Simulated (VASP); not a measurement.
# Si (Fd-3m) in VASP: notebook

The runs below take Si through single point, with LDA.

Program: VASP 6.6.1. These are calculated values, not measurements. Logs are shortened: lines on timing, memory, paths and dates and some standing lists are left out, and cuts for length are marked.

## 1. The cell of the first run

Symmetry: Fd-3m, No. 227, cubic system. Conventional cell: a = 5.137 Å, b = 5.137 Å, c = 5.137 Å, α = 90.00°, β = 90.00°, γ = 90.00°. Within 2.9 Å of Si (site symmetry -43m) lie 4 Si at 2.22 Å.

## 2. Single point, LDA

The input, INCAR:

```
  ALGO = Normal
  EDIFF = 1E-6
  ENCUT = 500
  GGA_COMPAT = F
  ISIF = 2
  ISMEAR = 1
  LASPH = T
  LCHARG = T
  LELF = T
  LREAL = F
  LVHAR = T
  LWAVE = F
  NBANDS = 11
  NELM = 120
  PREC = Accurate
  SIGMA = 0.02
```

The input, KPOINTS:

```
k-points
0
Gamma
  8 8 8
```

The input, POSCAR:

```
Si
1.0
    0.0000000000      2.5682951286      2.5682951286
    2.5682951286      0.0000000000      2.5682951286
    2.5682951286      2.5682951286      0.0000000000
Si
2
Direct
    0.0000000000      0.0000000000      0.0000000000
    0.2500000000      0.2500000000      0.2500000000
```

Potentials or basis: VASP PAW LDA potentials, release 64 (Si).

On the command line:

```console
cat potpaw_LDA.64/Si/POTCAR > POTCAR
mpirun -np 1 vasp_std > vasp.out
```

OUTCAR:

```text
EDIFF = 1E-6
   ENCUT = 500
   ISIF = 2
   ISMEAR = 1
   LASPH = T
   LREAL = F
   NELM = 120
   PREC = Accurate

 ion  position               nearest neighbor table
   1  0.000  0.000  0.000-   2 2.22   2 2.22   2 2.22   2 2.22
   2  0.250  0.250  0.250-   1 2.22   1 2.22   1 2.22   1 2.22

  LATTYP: Found a face centered cubic cell.
 ALAT       =     5.1365902572

  Lattice vectors:

 A1 = (   0.0000000000,   2.5682951286,   2.5682951286)
 A2 = (   2.5682951286,   0.0000000000,   2.5682951286)
 A3 = (   2.5682951286,   2.5682951286,   0.0000000000)

Analysis of symmetry for initial positions (statically):
=====================================================================
 Subroutine PRICEL returns:
 Original cell was already a primitive cell.

 Routine SETGRP: Setting up the symmetry group for a
 face centered cubic supercell.

 Subroutine GETGRP returns: Found 48 space group operations
 (whereof 24 operations were pure point group operations)
 out of a pool of 48 trial point group operations.

The static configuration has the point symmetry T_d .
 The point group associated with its full space group is O_h .

Analysis of symmetry for dynamics (positions and initial velocities):
=====================================================================
 Subroutine PRICEL returns:
 Original cell was already a primitive cell.

 Routine SETGRP: Setting up the symmetry group for a
 face centered cubic supercell.

 Subroutine GETGRP returns: Found 48 space group operations
 (whereof 24 operations were pure point group operations)
 out of a pool of 48 trial point group operations.

The dynamic configuration has the point symmetry T_d .
 The point group associated with its full space group is O_h .

 Subroutine INISYM returns: Found 48 space group operations
 (whereof 24 operations are pure point group operations),
 and found     1 'primitive' translations

----------------------------------------------------------------------------------------

                                     Primitive cell

  volume of cell :      33.8817

  direct lattice vectors                    reciprocal lattice vectors
     0.000000000  2.568295129  2.568295129    -0.194681676  0.194681676  0.194681676
     2.568295129  0.000000000  2.568295129     0.194681676 -0.194681676  0.194681676
     2.568295129  2.568295129  0.000000000     0.194681676  0.194681676 -0.194681676

  length of vectors
     3.632117803  3.632117803  3.632117803     0.337198554  0.337198554  0.337198554

  position of ions in fractional coordinates (direct lattice)
     0.000000000  0.000000000  0.000000000
     0.250000000  0.250000000  0.250000000

  ion indices of the primitive-cell ions
   primitive index   ion index
                 1           1
                 2           2

----------------------------------------------------------------------------------------

 KPOINTS: k-points

Automatic generation of k-mesh.
 Grid dimensions read from file:
 generate k-points for:    8    8    8

 Generating k-lattice:

  Cartesian coordinates                     Fractional coordinates (reciprocal lattice)
    -0.024335209  0.024335209  0.024335209     0.125000000  0.000000000  0.000000000
     0.024335209 -0.024335209  0.024335209     0.000000000  0.125000000  0.000000000
     0.024335209  0.024335209 -0.024335209     0.000000000  0.000000000  0.125000000

  Length of vectors
     0.042149819  0.042149819  0.042149819

  Shift w.r.t. Gamma in fractional coordinates (k-lattice)
     0.000000000  0.000000000  0.000000000

 Subroutine IBZKPT returns following result:
 ===========================================

 Found     29 irreducible k-points:

 Following reciprocal coordinates:
            Coordinates               Weight
  0.000000  0.000000  0.000000      1.000000
  0.125000  0.000000  0.000000      8.000000
  0.250000  0.000000  0.000000      8.000000
  0.375000  0.000000  0.000000      8.000000
  0.500000  0.000000  0.000000      4.000000
  0.125000  0.125000  0.000000      6.000000
[... 16 lines left out ...]
  0.500000  0.250000  0.125000     48.000000
 -0.375000  0.250000  0.125000     24.000000
 [... further k-points ...]
   k-points           NKPTS =     29   k-points in BZ     NKDIM =     29   number of bands    NBANDS=     11
   number of dos      NEDOS =    301   number of ions     NIONS =      2
   total plane-waves  NPLWV =  21952
   dimension x,y,z NGX =    28 NGY =   28 NGZ =   28
   dimension x,y,z NGXF=    56 NGYF=   56 NGZF=   56
   ions per type =               2
   NGX,Y,Z   is equivalent  to a cutoff of  12.82, 12.82, 12.82 a.u.
   NGXF,Y,Z  is equivalent  to a cutoff of  25.63, 25.63, 25.63 a.u.
 SYSTEM =  unknown system
   PREC   = accura    normal or accurate (medium, high low for compatibility)
   ISTART =      0    job   : 0-new  1-cont  2-samecut
   ICHARG =      2    charge: 1-file 2-atom 10-const
   ISPIN  =      1    spin polarized calculation?
   LNONCOLLINEAR =      F non collinear calculations
   LSORBIT =      F    spin-orbit coupling
   LASPH  =      T    aspherical Exc in radial PAW
   ENCUT  =  500.0 eV  36.75 Ry    6.06 a.u.   6.62  6.62  6.62*2*pi/ulx,y,z
   NELM   =    120;   NELMIN=  2; NELMDL= -5     # of ELM steps
   EDIFF  = 0.1E-05   stopping-criterion for ELM
   LREAL  =      F    real-space projection
   EDIFFG = 0.1E-04   stopping-criterion for IOM
   NSW    =      0    number of steps for IOM
   IBRION =     -1    ionic relax: 0-MD 1-quasi-New 2-CG
   NFREE  =      0    steps in history (QN), initial steepest desc. (CG)
   ISIF   =      2    stress and relaxation
   ISYM   =      2    0-nonsym 1-usesym 2-fastsym
   POTIM  = 0.5000    time-step for ionic-motion
   TEBEG  =    0.0;   TEEND  =   0.0 temperature during run
   PSTRESS=    0.0 pullay stress
   NELECT =       8.0000    total number of electrons
   NUPDOWN=      -1.0000    fix difference up-down
   EMIN   =  10.00;   EMAX   =-10.00  energy-range for DOS
   EFERMI =   0.00;   METHOD = LEGACY
   ISMEAR =     1;   SIGMA  =   0.02  broadening in eV -4-tet -1-fermi 0-gaus
   EFERMI_NEDOS =   21; number of points for ismear=-14 and -15
   IALGO  =     38    algorithm
   IMIX   =      4    mixing-type and parameters
     AMIX     =   0.40;   BMIX     =  1.00
     AMIX_MAG =   1.60;   BMIX_MAG =  1.00
  volume/ion in A,a.u.               =      16.94       114.32
  Fermi-wavevector in a.u.,A,eV,Ry     =   1.011851  1.912121 13.930222  1.023842
  Thomas-Fermi vector in A             =   2.144925
   LORBIT       =      0    0 simple, 1 ext, 2 COOP (PROOUT), +10 PAW based schemes
   GGA     = CA    functional components
   LHFCALC =     F    Hartree Fock is set to
   AEXX    =    0.0000 exact exchange contribution
   IVDW    =     0    specifies the selected vdW correction
   LEPSILON=     F    determine dielectric tensor
   LRPA    =     F    only Hartree local field effects (RPA)
 non-spin polarized calculation
 Methfessel and Paxton  Order N= 1 SIGMA  =   0.02
  energy-cutoff  :      500.00
  volume of cell :       33.88
 maximum number of plane-waves:       881
 NGX is ok and might be reduce to    28
   NGX = 13   NGY = 13   NGZ = 13

 number of electron       8.0000001 magnetization

 Free energy of the ion-electron system (eV)
  ---------------------------------------------------
  ext. energy  EPLUGINS =         0.00000000
  ---------------------------------------------------
  free energy    TOTEN  =       -11.60874205 eV

  energy without entropy =      -11.60874884  energy(sigma->0) =      -11.60874431

 E-fermi :   7.6278     XC(G=0): -10.2473

 val. band max:        7.6109890702   @ k =   0.0000   0.0000   0.0000
 cond. band min:       7.8288924711   @ k =   0.3750   0.3750   0.0000
 fundamental gap:      0.2179034009
 Fermi energy:         7.6278267097

 k-point     1 :       0.0000    0.0000    0.0000
  band No.  band energies     occupation
      1      -5.5716      2.00000
      2       7.6110      2.00000
      3       7.6110      2.00000
      4       7.6110      2.00000
      5      10.1883      0.00000
      6      10.1883      0.00000
      7      10.1883      0.00000
      8      12.8350      0.00000
      9      15.4020      0.00000
     10      15.4020      0.00000
     11      16.0445      0.00000

 k-point     2 :       0.1250    0.0000    0.0000
  band No.  band energies     occupation
      1      -5.3366      2.00000
      2       5.9020      2.00000
      3       7.2701      2.00000
      4       7.2701      2.00000
      5      10.4166      0.00000
      6      10.6862      0.00000
      7      10.6862      0.00000
      8      13.8938      0.00000
      9      14.8303      0.00000
     10      14.8303      0.00000
     11      16.9296      0.00000

 k-point     3 :       0.2500    0.0000    0.0000
  band No.  band energies     occupation
      1      -4.6468      2.00000
      2       3.3065      2.00000
      3       6.7420      2.00000
      4       6.7420      2.00000
      5      10.0929      0.00000
      6      11.1841      0.00000
      7      11.1841      0.00000
      8      14.8326      0.00000
      9      14.8326      0.00000
     10      15.6999      0.00000
     11      17.1624      0.00000

 k-point     4 :       0.3750    0.0000    0.0000
  band No.  band energies     occupation
      1      -3.5879      2.00000
      2       0.9934      2.00000
      3       6.3889      2.00000
      4       6.3889      2.00000
      5       9.7650      0.00000
      6      10.9610      0.00000
      7      10.9610      0.00000
      8      15.5994      0.00000
      9      16.4972      0.00000
     10      16.4972      0.00000
     11      18.7545      0.00000
[... 239 lines left out ...]
 k-point    22 :       0.3750    0.2500    0.1250
  band No.  band energies     occupation
      1      -4.0352      2.00000
      2       3.1254      2.00000
      3       4.3889      2.00000
      4       5.9702      2.00000
      5      10.0214      0.00000
      6      11.5007      0.00000
      7      12.0850      0.00000
      8      13.5386      0.00000
      9      15.9213      0.00000
     10      19.1883      0.00000
     11      19.5664      0.00000

 k-point    23 :       0.5000    0.2500    0.1250
  band No.  band energies     occupation
      1      -2.9853      2.00000
      2       1.2905      2.00000
      3       3.7690      2.00000
      4       5.3404      2.00000
      5      10.4301      0.00000
      6      11.2663      0.00000
      7      12.8523      0.00000
      8      13.9954      0.00000
      9      17.2784      0.00000
     10      18.1173      0.00000
     11      20.3091      0.00000

 k-point    24 :      -0.3750    0.2500    0.1250
  band No.  band energies     occupation
      1      -2.1638      2.00000
      2       0.1144      2.00000
      3       3.6687      2.00000
      4       5.0496      2.00000
      5      10.5216      0.00000
      6      10.9045      0.00000
      7      13.8884      0.00000
      8      15.1864      0.00000
      9      15.6210      0.00000
     10      18.6615      0.00000
     11      20.4629      0.00000

 [... further k-points ...]
[... 5 lines left out ...]
  --------------------------------------------------------------------------------------
  -------------------------------------------------------------------------------------
  Total        4.2546437      4.2546437      4.2546437      0.0000000     -0.0000000      0.0000000
  in kB      201.1912064    201.1912064    201.1912064      0.0000000     -0.0000000      0.0000000
  external PRESSURE =     201.1912064 kB  Pullay stress =       0.0000000 kB

 VOLUME and BASIS-vectors are now :
 -----------------------------------------------------------------------------
  energy-cutoff  :      500.00
  volume of cell :       33.88
      direct lattice vectors                 reciprocal lattice vectors
     0.000000000  2.568295129  2.568295129    -0.194681676  0.194681676  0.194681676
     2.568295129  0.000000000  2.568295129     0.194681676 -0.194681676  0.194681676
     2.568295129  2.568295129  0.000000000     0.194681676  0.194681676 -0.194681676

 POSITION                                       TOTAL-FORCE (eV/Angst)
 -----------------------------------------------------------------------------------
      0.00000      0.00000      0.00000        -0.000000      0.000000      0.000000
      1.28415      1.28415      1.28415         0.000000     -0.000000     -0.000000
 -----------------------------------------------------------------------------------
    total drift:                                0.000000      0.000000      0.000000

  FREE ENERGIE OF THE ION-ELECTRON SYSTEM (eV)
  ---------------------------------------------------
  free  energy   TOTEN  =       -11.6087420465 eV

  energy  without entropy=      -11.6087488409  energy(sigma->0) =      -11.60874431
```

Wall time 24 s (1 thread of AMD EPYC 7R13, shared host); peak memory 0.1 GiB.

Results:

| Item | Value |
| --- | --- |
| Free energy | -11.6087 eV |
| Pressure | 20.1 GPa |
| Band gap on the k mesh | 0.22 eV, indirect (least direct gap 2.58 eV) |

Levels at points of the mesh, in eV from the valence-band top:
| k point | band 2 | band 3 | band 4 | band 5 | band 6 | band 7 |
| --- | --- | --- | --- | --- | --- | --- |
| (0.00, 0.00, 0.00) | 0.00 | 0.00 | 0.00 | 2.58 | 2.58 | 2.58 |
| (0.50, 0.00, 0.00) | -7.86 | -1.34 | -1.34 | 2.04 | 3.17 | 3.17 |
| (0.50, 0.50, 0.00) | -8.40 | -3.31 | -3.31 | 0.24 | 0.24 | 11.46 |

## 3. Single point, LDA

This run uses another cell than the first one, of 16.07 Å³/atom, 0.949 times its volume.

The input, INCAR:

```
  ALGO = Normal
  EDIFF = 1E-6
  ENCUT = 500
  GGA = CA
  GGA_COMPAT = False
  ISIF = 2
  ISMEAR = 1
  LASPH = True
  LCHARG = False
  LREAL = False
  LWAVE = False
  NBANDS = 11
  NELM = 120
  PREC = Accurate
  SIGMA = 0.0152
```

KPOINTS is that of step 2.

The input, POSCAR:

```
Si
1.0
    0.0000000000      2.5234376495      2.5234376495
    2.5234376495      0.0000000000      2.5234376495
    2.5234376495      2.5234376495      0.0000000000
Si
2
Direct
    0.0000000000      0.0000000000      0.0000000000
    0.2500000000      0.2500000000      0.2500000000
```

Potentials or basis: VASP PAW LDA potentials, release 64 (Si).

On the command line:

```console
cat potpaw_LDA.64/Si/POTCAR > POTCAR
mpirun -np 1 vasp_std > vasp.out
```

It took 20 s on 1 thread of AMD EPYC 7R13, shared host; peak memory 0.1 GiB.

It converged, with:

| Property | Result |
| --- | --- |
| Free energy | -11.3369 eV |
| Pressure | 30.2 GPa |
| Band gap on the k mesh | 0.10 eV, indirect (least direct gap 2.59 eV) |

Levels at points of the mesh, in eV from the valence-band top:
| k point | band 1 | band 2 | band 3 | band 4 | band 5 | band 6 | band 7 | band 8 |
| --- | --- | --- | --- | --- | --- | --- | --- | --- |
| (0.00, 0.00, 0.00) | -13.61 | 0.00 | 0.00 | 0.00 | 2.59 | 2.59 | 2.59 | 5.90 |
| (0.50, 0.00, 0.00) | -10.65 | -8.17 | -1.39 | -1.39 | 2.23 | 3.11 | 3.11 | 7.79 |
| (0.50, 0.50, 0.00) | -8.61 | -8.61 | -3.47 | -3.47 | 0.10 | 0.10 | 11.63 | 11.63 |

## 4. Single point, LDA

This run uses another cell than the first one, of 18.08 Å³/atom, 1.067 times its volume.

The input, INCAR:

```
SYSTEM = Si
ALGO = Normal
EDIFF = 1E-6
ENCUT = 500
GGA_COMPAT = .FALSE.
ISIF = 2
ISMEAR = 1
LASPH = .TRUE.
LCHARG = .FALSE.
LREAL = .FALSE.
LWAVE = .FALSE.
NBANDS = 11
NELM = 120
PREC = Accurate
SIGMA = 0.02
```

The input, KPOINTS:

```
k-points
0
G
  8 8 8
  0 0 0
```

The input, POSCAR:

```
Si
1.0
    0.0000000000      2.6244065840      2.6244065840
    2.6244065840      0.0000000000      2.6244065840
    2.6244065840      2.6244065840      0.0000000000
Si
2
Direct
    0.0000000000      0.0000000000      0.0000000000
    0.2500000000      0.2500000000      0.2500000000
```

On the command line:

```console
cat potpaw_LDA.64/Si/POTCAR > POTCAR
mpirun -np 1 vasp_std > vasp.out
```

Run time: 21 s. Hardware: 1 thread of AMD EPYC 7R13, shared host; peak memory 0.1 GiB.

Results (log left out):

| Item | Value |
| --- | --- |
| Free energy | -11.8194 eV |
| Pressure | 10.1 GPa |
| Band gap on the k mesh | 0.34 eV, indirect (least direct gap 2.56 eV) |

Levels at points of the mesh, in eV from the valence-band top:
| k point | band 2 | band 3 | band 4 | band 5 | band 6 | band 7 |
| --- | --- | --- | --- | --- | --- | --- |
| (0.00, 0.00, 0.00) | 0.00 | 0.00 | 0.00 | 2.56 | 2.56 | 2.56 |
| (0.50, 0.00, 0.00) | -7.50 | -1.28 | -1.28 | 1.80 | 3.23 | 3.23 |
| (0.50, 0.50, 0.00) | -8.16 | -3.13 | -3.13 | 0.39 | 0.39 | 10.87 |

A k mesh can miss the band edges.

## 5. Single point, LDA

This run uses another cell than the first one, of 19.70 Å³/atom, 1.163 times its volume.

The input, INCAR:

```
  ALGO = Normal
  EDIFF = 1E-6
  ENCUT = 500
  GGA_COMPAT = False
  ISIF = 2
  ISMEAR = 1
  LASPH = True
  LCHARG = False
  LREAL = False
  LWAVE = False
  NBANDS = 11
  NELM = 120
  PREC = Accurate
  SIGMA = 0.02
```

The input, KPOINTS:

```
k-points
0
Gamma
  8 8 8
```

The input, POSCAR:

```
Si
1.0
    0.0000000000      2.7009580054      2.7009580054
    2.7009580054      0.0000000000      2.7009580054
    2.7009580054      2.7009580054      0.0000000000
Si
2
Direct
    0.0000000000      0.0000000000      0.0000000000
    0.2500000000      0.2500000000      0.2500000000
```

On the command line:

```console
cat potpaw_LDA.64/Si/POTCAR > POTCAR
mpirun -np 1 vasp_std > vasp.out
```

Run time: 22 s. Hardware: 1 thread of AMD EPYC 7R13, shared host; peak memory 0.1 GiB.

The run converged. Its results:

```
Free energy            : -11.9155 eV
Pressure               : 0.1 GPa
Band gap on the k mesh : 0.49 eV, indirect (least direct gap 2.53 eV)
```

Levels at points of the mesh, in eV from the valence-band top:
```
           k point  band 1  band 2  band 3  band 4  band 5  band 6  band 7  band 8
(0.00, 0.00, 0.00)  -12.07    0.00    0.00    0.00    2.53    2.53    2.53    3.39
(0.50, 0.00, 0.00)   -9.69   -7.07   -1.21   -1.21    1.49    3.28    3.28    7.54
(0.50, 0.50, 0.00)   -7.87   -7.87   -2.90   -2.90    0.57    0.57   10.11   10.11
```

A k mesh can miss the band edges.

## 6. Overview

```csv
cell,smearing,gap on the mesh (eV),pressure (GPa)
"a = 3.632 Å, angles 60.0°, 2 atoms",methfessel-paxton 0.02 eV,0.22,20.1
"a = 3.569 Å, angles 60.0°, 2 atoms",methfessel-paxton 0.0152 eV,0.10,30.2
"a = 3.711 Å, angles 60.0°, 2 atoms",methfessel-paxton 0.02 eV,0.34,10.1
"a = 3.820 Å, angles 60.0°, 2 atoms",methfessel-paxton 0.02 eV,0.49,0.1
```

Alike in all rows: task single point; level LDA; potentials or basis VASP PAW LDA potentials, release 64 (Si); no spin polarisation; k mesh 8 × 8 × 8; cutoff (eV) 500.

Absolute energies hang on the potentials; compare differences alone.
